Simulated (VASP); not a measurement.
Here is a VASP 6.6.1 calculation.

INCAR

```
ALGO = Normal ; EDIFF = 1E-6
ENCUT = 500 ; GGA = PE
GGA_COMPAT = False ; ISIF = 2
ISMEAR = 0 ; LASPH = True
LCHARG = False ; LREAL = False
LWAVE = False ; NBANDS = 16
NELM = 120 ; PREC = Accurate
SIGMA = 0.5
```

Contents of KPOINTS:

```
k-points
0
Gamma
  6 6 6
```

File POSCAR:

```
CdS
1.0
    0.0000000000      2.9392138883      2.9392138883
    2.9392138883      0.0000000000      2.9392138883
    2.9392138883      2.9392138883      0.0000000000
Cd S
1 1
Direct
    0.0000000000      0.0000000000      0.0000000000
    0.2500000000      0.2500000000      0.2500000000
```

Potentials or basis: VASP PAW PBE potentials, release 64 (Cd, S).

Command:

```console
$ cat potpaw_PBE.64/Cd/POTCAR potpaw_PBE.64/S/POTCAR > POTCAR
$ mpirun -np 1 vasp_std > vasp.out
```

Task: Predict the band gap on the k mesh.

Result: 1.10 eV.

Task: Estimate the pressure.

Result: 1.7 GPa.

Expect the measured gap to be larger: semilocal functionals such as PBE lack the derivative discontinuity.
